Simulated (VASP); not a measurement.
# TaGe3W2 (P4/mmm) in VASP: further runs

The runs below take TaGe3W2 through relaxation of cell and atoms, single point, with PBE.

Everything below comes from runs of VASP 6.6.1. Logs are shortened: lines on timing, memory, paths and dates and some standing lists are left out, and cuts for length are marked.

**1. The cell of the first run**

It takes space group P4/mmm (No. 123, tetragonal). Conventional cell: a = 3.642 Å, b = 3.642 Å, c = 10.058 Å, α = 90.00°, β = 90.00°, γ = 90.00°. Within 3.4 Å of Ta (site symmetry 4/mmm) lie 6 Ge at 2.58 to 2.61 Å. Within 3.2 Å of Ge (site symmetry 4mm) lie 1 W at 2.42 Å and 1 Ta at 2.61 Å. Within 3.4 Å of Ge (site symmetry 4/mmm) lie 4 Ta at 2.58 Å. W (site symmetry 4/mmm) has 2 Ge at 2.42 Å and 4 W at 2.58 Å within 3.2 Å. W (site symmetry 4/mmm) has 8 W at 2.58 to 3.64 Å and 8 Ge at 3.54 Å within 3.7 Å.

The cell was built from a structure type or drawn by symmetry, and may not be a known phase.

**2. Relaxation of cell and atoms, PBE**

The input, INCAR:

```
SYSTEM = TaGe3W2
ALGO = Normal
EDIFF = 1E-6
EDIFFG = -0.04
ENCUT = 600
GGA = PE
IBRION = 2
ISIF = 3
ISMEAR = 0
LASPH = .True.
LCHARG = .False.
LREAL = .False.
LWAVE = .False.
NELM = 60
NSW = 90
PREC = Accurate
SIGMA = 0.1
```

The input, KPOINTS:

```
k-points
0
Gamma
  6 6 2
  0 0 0
```

The input, POSCAR:

```
TaGe3W2
1.0
    3.6424621079      0.0000000000      0.0000000000
    0.0000000000      3.6424621079      0.0000000000
    0.0000000000      0.0000000000     10.0580134966
Ta Ge W
1 3 2
Direct
    0.0000000000      0.0000000000      0.0000000000
    0.0000000000      0.0000000000      0.2591444815
    0.0000000000      0.0000000000      0.7408555185
    0.5000000000      0.5000000000      0.0000000000
    0.0000000000      0.0000000000      0.5000000000
    0.5000000000      0.5000000000      0.5000000000
```

Potentials or basis: VASP PAW PBE potentials, release 64 (Ta_pv, Ge_d, W_sv).

Run with:

```console
cat potpaw_PBE.64/Ta_pv/POTCAR potpaw_PBE.64/Ge_d/POTCAR potpaw_PBE.64/W_sv/POTCAR > POTCAR
mpirun -np 1 vasp_std > vasp.out
```

OUTCAR:

```text
SYSTEM = TaGe3W2
   EDIFF = 1E-6
   EDIFFG = -0.04
   ENCUT = 600
   GGA = PE
   IBRION = 2
   ISIF = 3
   ISMEAR = 0
   LASPH = .True.
   LREAL = .False.
   NELM = 60
   NSW = 90
   PREC = Accurate

 ion  position               nearest neighbor table
   1  0.000  0.000  0.000-   4 2.58   4 2.58   4 2.58   4 2.58   2 2.61   3 2.61
   2  0.000  0.000  0.259-   5 2.42   1 2.61
   3  0.000  0.000  0.741-   5 2.42   1 2.61
   4  0.500  0.500  0.000-   1 2.58   1 2.58   1 2.58   1 2.58
   5  0.000  0.000  0.500-   2 2.42   3 2.42   6 2.58   6 2.58   6 2.58   6 2.58
   6  0.500  0.500  0.500-   5 2.58   5 2.58   5 2.58   5 2.58

  LATTYP: Found a simple tetragonal cell.
 ALAT       =     3.6424621079
 C/A-ratio  =     2.7613227533

  Lattice vectors:

 A1 = (   3.6424621079,   0.0000000000,   0.0000000000)
 A2 = (   0.0000000000,   3.6424621079,   0.0000000000)
 A3 = (   0.0000000000,   0.0000000000,  10.0580134966)

Analysis of symmetry for initial positions (statically):
=====================================================================
 Subroutine PRICEL returns:
 Original cell was already a primitive cell.

 Routine SETGRP: Setting up the symmetry group for a
 simple tetragonal supercell.

 Subroutine GETGRP returns: Found 16 space group operations
 (whereof 16 operations were pure point group operations)
 out of a pool of 16 trial point group operations.

The static configuration has the point symmetry D_4h.

Analysis of symmetry for dynamics (positions and initial velocities):
=====================================================================
 Subroutine PRICEL returns:
 Original cell was already a primitive cell.

 Routine SETGRP: Setting up the symmetry group for a
 simple tetragonal supercell.

 Subroutine GETGRP returns: Found 16 space group operations
 (whereof 16 operations were pure point group operations)
 out of a pool of 16 trial point group operations.

The dynamic configuration has the point symmetry D_4h.

 Subroutine INISYM returns: Found 16 space group operations
 (whereof 16 operations are pure point group operations),
 and found     1 'primitive' translations

----------------------------------------------------------------------------------------

                                     Primitive cell

  volume of cell :     133.4450

  direct lattice vectors                    reciprocal lattice vectors
     3.642462108  0.000000000  0.000000000     0.274539575  0.000000000  0.000000000
     0.000000000  3.642462108  0.000000000     0.000000000  0.274539575  0.000000000
     0.000000000  0.000000000 10.058013497     0.000000000  0.000000000  0.099423211

  length of vectors
     3.642462108  3.642462108 10.058013497     0.274539575  0.274539575  0.099423211

  position of ions in fractional coordinates (direct lattice)
     0.000000000  0.000000000  0.000000000
     0.000000000  0.000000000  0.259144482
     0.000000000  0.000000000  0.740855518
     0.500000000  0.500000000  0.000000000
     0.000000000  0.000000000  0.500000000
     0.500000000  0.500000000  0.500000000

  ion indices of the primitive-cell ions
   primitive index   ion index
                 1           1
                 2           2
                 3           3
                 4           4
                 5           5
                 6           6

----------------------------------------------------------------------------------------

 KPOINTS: k-points

Automatic generation of k-mesh.
 Grid dimensions read from file:
 generate k-points for:    6    6    2

 Generating k-lattice:

  Cartesian coordinates                     Fractional coordinates (reciprocal lattice)
     0.045756596  0.000000000  0.000000000     0.166666667  0.000000000  0.000000000
     0.000000000  0.045756596  0.000000000     0.000000000  0.166666667  0.000000000
     0.000000000  0.000000000  0.049711606     0.000000000  0.000000000  0.500000000

  Length of vectors
     0.045756596  0.045756596  0.049711606

  Shift w.r.t. Gamma in fractional coordinates (k-lattice)
     0.000000000  0.000000000  0.000000000

 Subroutine IBZKPT returns following result:
 ===========================================

 Found     20 irreducible k-points:

 Following reciprocal coordinates:
            Coordinates               Weight
  0.000000  0.000000  0.000000      1.000000
  0.166667  0.000000  0.000000      4.000000
  0.333333  0.000000  0.000000      4.000000
  0.500000  0.000000  0.000000      2.000000
  0.166667  0.166667  0.000000      4.000000
  0.333333  0.166667  0.000000      8.000000
[... 12 lines left out ...]
  0.500000  0.333333  0.500000      4.000000
  0.500000  0.500000  0.500000      1.000000
   k-points           NKPTS =     20   k-points in BZ     NKDIM =     20   number of bands    NBANDS=     48
   number of dos      NEDOS =    301   number of ions     NIONS =      6
   total plane-waves  NPLWV =  72000
   dimension x,y,z NGX =    30 NGY =   30 NGZ =   80
   dimension x,y,z NGXF=    60 NGYF=   60 NGZF=  160
   ions per type =               1   3   2
   NGX,Y,Z   is equivalent  to a cutoff of  13.69, 13.69, 13.22 a.u.
   NGXF,Y,Z  is equivalent  to a cutoff of  27.38, 27.38, 26.45 a.u.
 SYSTEM =  TaGe3W2
   PREC   = accura    normal or accurate (medium, high low for compatibility)
   ISTART =      0    job   : 0-new  1-cont  2-samecut
   ICHARG =      2    charge: 1-file 2-atom 10-const
   ISPIN  =      1    spin polarized calculation?
   LNONCOLLINEAR =      F non collinear calculations
   LSORBIT =      F    spin-orbit coupling
   LASPH  =      T    aspherical Exc in radial PAW
   ENCUT  =  600.0 eV  44.10 Ry    6.64 a.u.   7.27  7.27 20.09*2*pi/ulx,y,z
   NELM   =     60;   NELMIN=  2; NELMDL= -5     # of ELM steps
   EDIFF  = 0.1E-05   stopping-criterion for ELM
   LREAL  =      F    real-space projection
   EDIFFG = -.4E-01   stopping-criterion for IOM
   NSW    =     90    number of steps for IOM
   IBRION =      2    ionic relax: 0-MD 1-quasi-New 2-CG
   NFREE  =      1    steps in history (QN), initial steepest desc. (CG)
   ISIF   =      3    stress and relaxation
   ISYM   =      2    0-nonsym 1-usesym 2-fastsym
   POTIM  = 0.5000    time-step for ionic-motion
   TEBEG  =    0.0;   TEEND  =   0.0 temperature during run
   PSTRESS=    0.0 pullay stress
   NELECT =      81.0000    total number of electrons
   NUPDOWN=      -1.0000    fix difference up-down
   EMIN   =  10.00;   EMAX   =-10.00  energy-range for DOS
   EFERMI =   0.00;   METHOD = LEGACY
   ISMEAR =     0;   SIGMA  =   0.10  broadening in eV -4-tet -1-fermi 0-gaus
   EFERMI_NEDOS =   21; number of points for ismear=-14 and -15
   IALGO  =     38    algorithm
   IMIX   =      4    mixing-type and parameters
     AMIX     =   0.40;   BMIX     =  1.00
     AMIX_MAG =   1.60;   BMIX_MAG =  1.00
  volume/ion in A,a.u.               =      22.24       150.09
  Fermi-wavevector in a.u.,A,eV,Ry     =   1.386125  2.619396 26.141453  1.921343
  Thomas-Fermi vector in A             =   2.510470
   LORBIT       =      0    0 simple, 1 ext, 2 COOP (PROOUT), +10 PAW based schemes
   GGA     = PE    functional components
   LHFCALC =     F    Hartree Fock is set to
   AEXX    =    0.0000 exact exchange contribution
   IVDW    =     0    specifies the selected vdW correction
   LEPSILON=     F    determine dielectric tensor
   LRPA    =     F    only Hartree local field effects (RPA)
 conjugate gradient relaxation of ions
 non-spin polarized calculation
 Gauss-broadening in eV      SIGMA  =   0.10
  energy-cutoff  :      600.00
  volume of cell :      133.44
 maximum number of plane-waves:      4488
 NGX is ok and might be reduce to    30
   NGX = 15   NGY = 15   NGZ = 41

--------------------------------------- Ionic step        1  -------------------------------------------

 number of electron      81.0000046 magnetization

 Free energy of the ion-electron system (eV)
  ---------------------------------------------------
  ext. energy  EPLUGINS =         0.00000000
  ---------------------------------------------------
  free energy    TOTEN  =       -46.31345031 eV

  energy without entropy =      -46.29359189  energy(sigma->0) =      -46.30352110

------------------------ aborting loop because EDIFF is reached ----------------------------------------

  FORCE on cell =-STRESS in cart. coord.  units (eV):
  Direction    XX          YY          ZZ          XY          YZ          ZX
  --------------------------------------------------------------------------------------
  -------------------------------------------------------------------------------------
  Total       -0.1369440     -0.1369440      0.1735751      0.0000000      0.0000000      0.0000000
  in kB       -1.6441877     -1.6441877      2.0839909      0.0000000      0.0000000      0.0000000
  external PRESSURE =      -0.4014615 kB  Pullay stress =       0.0000000 kB
[... 145 lines left out ...]
  energy  without entropy=      -46.3004129433  energy(sigma->0) =      -46.31109934

--------------------------------------- Ionic step        5  -------------------------------------------

 number of electron      81.0000005 magnetization

 Free energy of the ion-electron system (eV)
  ---------------------------------------------------
  ext. energy  EPLUGINS =         0.00000000
  ---------------------------------------------------
  free energy    TOTEN  =       -46.32243452 eV

  energy without entropy =      -46.30112107  energy(sigma->0) =      -46.31177779

 E-fermi :   5.5263     XC(G=0): -10.8152

 val. band max:        5.4951936091   @ k =   0.5000   0.3333   0.0000
 cond. band min:       5.5410418893   @ k =   0.1667   0.1667   0.5000
 fundamental gap:      0.0458482802
 Fermi energy:         5.5263084587

 k-point     1 :       0.0000    0.0000    0.0000
  band No.  band energies     occupation
      1     -68.7659      2.00000
      2     -68.0295      2.00000
      3     -33.3260      2.00000
      4     -33.3260      2.00000
      5     -33.0754      2.00000
      6     -32.3557      2.00000
[... 1042 lines left out ...]
  FREE ENERGIE OF THE ION-ELECTRON SYSTEM (eV)
  ---------------------------------------------------
  free  energy   TOTEN  =       -46.3224345164 eV

  energy  without entropy=      -46.3011210709  energy(sigma->0) =      -46.31177779

 reached required accuracy - stopping structural energy minimisation
```

It took 7.7 min on 1 thread of AMD EPYC 9R14 (Zen 4), shared host; peak memory 0.33 GiB.

What came out:

- Free energy: -46.3224 eV
- Relaxed volume: 22.19 Å³/atom
- Relaxed cell: a = 3.641 Å, b = 3.641 Å, c = 10.044 Å, α = 90.00°, β = 90.00°, γ = 90.00°
- Space group after relaxing (to 0.1 Å): P4/mmm (No. 123)
- Energy gained by relaxing: 1.5 meV/atom
- Ionic steps: 5
- Pressure after relaxing: 0.0 GPa
- Band gap on the k mesh: zero (an odd number of electrons rules out a gap without spin polarisation)

The path:
```tsv
step	energy change (eV)	largest force (eV/Å)	pressure (GPa)	volume (Å³)
1	0.0000	0.4007	-0.04	133.44
2	-0.0079	0.0300	-0.14	133.34
3	-0.0079	0.0334	-0.14	133.34
4	-0.0083	0.0291	0.17	132.94
5	-0.0090	0.0017	0.05	133.11
```

Final structure:
```
Ta Ge W
1.0
     3.64053    0.00000    0.00000
     0.00000    3.64053    0.00000
     0.00000    0.00000   10.04355
Ta Ge W
1 3 2
Direct
  0.00000 0.00000 0.00000
  0.00000 0.00000 0.25687
  0.00000 0.00000 0.74313
  0.50000 0.50000 0.00000
  0.00000 0.00000 0.50000
  0.50000 0.50000 0.50000
```

Levels at points of the mesh, in eV from the Fermi level:
```csv
k point,band 37,band 38,band 39,band 40,band 41,band 42,band 43,band 44
"(0.00, 0.00, 0.00)",-1.71,0.35,0.37,0.37,0.92,0.92,0.93,1.60
"(0.50, 0.00, 0.00)",-1.89,-1.53,-0.56,-0.51,-0.24,0.15,0.87,0.99
"(0.50, 0.50, 0.00)",-1.59,-1.59,-0.82,-0.82,-0.42,0.27,0.59,1.34
"(0.00, 0.00, 0.50)",-1.71,0.14,0.14,0.18,0.93,1.13,1.13,1.21
"(0.50, 0.00, 0.50)",-1.98,-0.90,-0.58,-0.41,-0.24,0.15,0.40,0.63
"(0.50, 0.50, 0.50)",-2.39,-1.78,-1.56,-0.62,0.15,0.15,0.72,1.26
```

Caveat: spin-orbit coupling is left out, which moves the levels of the heavy elements.

**3. Single point, PBE**

The input, INCAR:

```
SYSTEM = TaGe3W2
PREC = Accurate
ENCUT = 520
EDIFF = 1E-6
ISMEAR = 0
SIGMA = 0.1
LREAL = .False.
LASPH = .True.
NELM = 80
ALGO = Normal
ISIF = 2
LWAVE = .False.
LCHARG = .False.
GGA = PE
NBANDS = 50
```

The input, KPOINTS:

```
Automatic mesh
0
Gamma
  10 10 4
  0 0 0
```

The input, POSCAR:

```
TaGe3W2
1.0
    3.6384321863      0.0000000000      0.0000000000
    0.0000000000      3.6384321863      0.0000000000
    0.0000000000      0.0000000000     10.0849859305
Ta Ge W
1 3 2
Direct
    0.0000000000      0.0000000000      0.0000000000
    0.0000000000      0.0000000000      0.2577838285
    0.0000000000      0.0000000000      0.7422161715
    0.5000000000      0.5000000000      0.0000000000
    0.0000000000      0.0000000000      0.5000000000
    0.5000000000      0.5000000000      0.5000000000
```

Potentials or basis: VASP PAW PBE potentials, release 64 (Ta_pv, Ge_d, W_sv).

Run with:

```console
cat potpaw_PBE.64/Ta_pv/POTCAR potpaw_PBE.64/Ge_d/POTCAR potpaw_PBE.64/W_sv/POTCAR > POTCAR
mpirun -np 1 vasp_std > vasp.out
```

OUTCAR:

```text
SYSTEM = TaGe3W2
   PREC = Accurate
   ENCUT = 520
   EDIFF = 1E-6
   ISMEAR = 0
   LREAL = .False.
   LASPH = .True.
   NELM = 80
   ISIF = 2
   GGA = PE

 ion  position               nearest neighbor table
   1  0.000  0.000  0.000-   4 2.57   4 2.57   4 2.57   4 2.57   2 2.60   3 2.60
   2  0.000  0.000  0.258-   5 2.44   1 2.60
   3  0.000  0.000  0.742-   5 2.44   1 2.60
   4  0.500  0.500  0.000-   1 2.57   1 2.57   1 2.57   1 2.57
   5  0.000  0.000  0.500-   2 2.44   3 2.44   6 2.57   6 2.57   6 2.57   6 2.57
   6  0.500  0.500  0.500-   5 2.57   5 2.57   5 2.57   5 2.57

  LATTYP: Found a simple tetragonal cell.
 ALAT       =     3.6384321863
 C/A-ratio  =     2.7717943922

  Lattice vectors:

 A1 = (   3.6384321863,   0.0000000000,   0.0000000000)
 A2 = (   0.0000000000,   3.6384321863,   0.0000000000)
 A3 = (   0.0000000000,   0.0000000000,  10.0849859305)

Analysis of symmetry for initial positions (statically):
=====================================================================
 Subroutine PRICEL returns:
[... 183 lines left out ...]
 cond. band min:       5.4377773413   @ k =   0.3000   0.2000   0.0000
 fundamental gap:      0.0140479994
 Fermi energy:         5.4368806468

 k-point     1 :       0.0000    0.0000    0.0000
  band No.  band energies     occupation
      1     -68.7647      2.00000
      2     -68.0263      2.00000
      3     -33.3269      2.00000
      4     -33.3269      2.00000
      5     -33.0771      2.00000
      6     -32.3446      2.00000
[... 1261 lines left out ...]
     49       9.4477      0.00000
     50       9.6993      0.00000

 [... further k-points ...]

------------------------ aborting loop because EDIFF is reached ----------------------------------------

  FORCE on cell =-STRESS in cart. coord.  units (eV):
  Direction    XX          YY          ZZ          XY          YZ          ZX
  --------------------------------------------------------------------------------------
  -------------------------------------------------------------------------------------
  Total        0.2496326      0.2496326      0.0272210      0.0000000      0.0000000      0.0000000
  in kB        2.9957666      2.9957666      0.3266706      0.0000000      0.0000000      0.0000000
  external PRESSURE =       2.1060679 kB  Pullay stress =       0.0000000 kB

 VOLUME and BASIS-vectors are now :
 -----------------------------------------------------------------------------
  energy-cutoff  :      520.00
  volume of cell :      133.51
      direct lattice vectors                 reciprocal lattice vectors
     3.638432186  0.000000000  0.000000000     0.274843655  0.000000000  0.000000000
     0.000000000  3.638432186  0.000000000     0.000000000  0.274843655  0.000000000
     0.000000000  0.000000000 10.084985931     0.000000000  0.000000000  0.099157302

 POSITION                                       TOTAL-FORCE (eV/Angst)
 -----------------------------------------------------------------------------------
      0.00000      0.00000      0.00000        -0.000000      0.000000     -0.000000
      0.00000      0.00000      2.59975         0.000000      0.000000     -0.006291
      0.00000      0.00000      7.48524        -0.000000      0.000000      0.006291
      1.81922      1.81922      0.00000        -0.000000      0.000000     -0.000000
      0.00000      0.00000      5.04249        -0.000000      0.000000     -0.000000
      1.81922      1.81922      5.04249        -0.000000      0.000000     -0.000000
 -----------------------------------------------------------------------------------
    total drift:                               -0.000000      0.000000      0.000000

  FREE ENERGIE OF THE ION-ELECTRON SYSTEM (eV)
  ---------------------------------------------------
  free  energy   TOTEN  =       -46.2832484347 eV

  energy  without entropy=      -46.2647681443  energy(sigma->0) =      -46.27400829
```

stdout:

```text
POSCAR found type information on POSCAR TaGeW
 POSCAR found :  3 types and       6 ions
 scaLAPACK will be used
 LDA part: xc-table for (Slater+PW92), standard interpolation
 POSCAR, INCAR and KPOINTS ok, starting setup
 FFT: planning ... GRIDC
 FFT: planning ... GRID_SOFT
 FFT: planning ... GRID
 WAVECAR not read
 entering main loop
```

Run time: 11 min. Hardware: 1 thread of Intel Xeon 8259CL, shared host; peak memory 0.49 GiB.

Results:

| Quantity | Value |
| --- | --- |
| Free energy | -46.2832 eV |
| Pressure | 0.2 GPa |
| Largest force | 0.006 eV/Å |
| Band gap on the k mesh | zero (an odd number of electrons rules out a gap without spin polarisation) |

Forces on the atoms (eV/Å):
```
Ta   0.000  0.000  0.000
Ge   0.000  0.000 -0.006
Ge   0.000  0.000  0.006
Ge   0.000  0.000  0.000
W    0.000  0.000  0.000
W    0.000  0.000  0.000
```

Caveat: spin-orbit coupling is left out, which moves the levels of the heavy elements.
